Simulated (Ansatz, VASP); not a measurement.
Pt in VASP and in Ansatz

Contents of INCAR:

```
  ALGO = Normal
  EDIFF = 1E-6
  ENCUT = 500
  GGA = PE
  GGA_COMPAT = F
  ISIF = 2
  ISMEAR = -1
  LASPH = T
  LCHARG = F
  LREAL = F
  LWAVE = F
  NBANDS = 11
  NELM = 120
  PREC = Accurate
  SIGMA = 0.03
```

File KPOINTS:

```
k-points
0
Gamma
  5 5 5
```

The input POSCAR:

```
Pt
1.0
    0.0000000000      1.9609000000      1.9609000000
    1.9609000000      0.0000000000      1.9609000000
    1.9609000000      1.9609000000      0.0000000000
Pt
1
Direct
    0.0000000000      0.0000000000      0.0000000000
```

File input.yaml:

```yaml
crystal:
  lattice:
    - [0.0, 1.9609, 1.9609]
    - [1.9609, 0.0, 1.9609]
    - [1.9609, 1.9609, 0.0]
  atoms:
    - { symbol: Pt, position: [0.0, 0.0, 0.0] }
kpoints:
  mp_grid: { grid: [5, 5, 5] }
scf:
  occupations: { method: fermi_dirac, width: 0.03 }
hamiltonian:
  xc: pbe
  pseudopotentials: { kind: all_electron, lapw: { basis_error: 0.002 } }
output:
  forces: true
  stress: true
  eigenvalues: true
```

Alike in both runs: task single point; functional PBE; k mesh 5 × 5 × 5; occupations fermi-dirac, width 0.03 eV; no spin polarisation.

|  | VASP | Ansatz |
| --- | --- | --- |
| version | VASP 6.6.1 | Ansatz 0.2.0 |
| potentials or method | VASP PAW PBE potentials, release 64 (Pt), cutoff 500 eV | all-electron LAPW, scalar-relativistic |

VASP gave:

```
gap on the k mesh at the Fermi level (eV) : none
pressure (GPa)                            : 14.5
```

Problem. What did Ansatz give for the same quantities?

Solution. gap on the k mesh at the Fermi level (eV): none; pressure (GPa): 15.0.

A gap of «none» marks a metal or a gap that the smearing closes. Ansatz ran all-electron here, and VASP with PAW potentials.

The k mesh is coarse, so the values compare programs but aren't converged. Spin-orbit coupling is off throughout. Noted on Ansatz's run: the k mesh is thin for a metal, which can move the energy by tens of meV per atom.
